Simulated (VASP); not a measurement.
Set up this calculation in VASP 6.6.1, as the native input.

* Task: single point
* Functional: PBE
* Potentials or basis: VASP PAW PBE potentials, release 64 (Eu)
* Cutoff: 520 eV
* k mesh: 3 × 3 × 3
* Occupations: gaussian, width 0.05 eV
* Spin: collinear spin, ferromagnetic start
* Starting moments: [7.0, 7.0] μB
* Hubbard terms: Eu f U = 6.0 eV
* Dipole correction: no
* Further INCAR settings: ALGO = Normal; EDIFF = 1e-06; NBANDS = 28

The structure of Eu lies in POSCAR:

```
Eu
1.0
    4.5652268844      0.0000000000      0.0000000000
    0.0000000000      4.5652268844      0.0000000000
    0.0000000000      0.0000000000      4.5652268844
Eu
2
Direct
    0.0000000000      0.0000000000      0.0000000000
    0.5000000000      0.5000000000      0.5000000000
```

These files were run (other wordings do the same):

INCAR

```
ALGO = Normal ; EDIFF = 1E-6
ENCUT = 520 ; GGA = PE
ISIF = 2 ; ISMEAR = 0
ISPIN = 2 ; LASPH = True
LCHARG = False ; LDAU = True
LDAUJ = 0 ; LDAUL = 3
LDAUPRINT = 1 ; LDAUTYPE = 2
LDAUU = 6 ; LMAXMIX = 6
LORBIT = 11 ; LREAL = False
LWAVE = False ; MAGMOM = 7 7
NBANDS = 28 ; NELM = 150
PREC = Accurate ; SIGMA = 0.05
```

KPOINTS

```
k-points
0
Gamma
  3 3 3
```

Potentials or basis: VASP PAW PBE potentials, release 64 (Eu).

Launch:

```console
$ cat potpaw_PBE.64/Eu/POTCAR > POTCAR
$ mpirun -np 1 vasp_std > vasp.out
```

Results of the run:

```yaml
Pressure: -0.2 GPa
Net_moment: 14.52 μB per cell
Site_moments: Eu +6.80 μB
Valence_electrons_inside_the_program's_atomic_spheres: Eu 14.86
```

Caveat: the k points lie up to 0.46 Å⁻¹ apart.

Wall time 35 s on 1 thread of Intel(R) Xeon(R) Platinum 8488C (Sapphire Rapids) (shared host), peak memory 0.24 GiB.
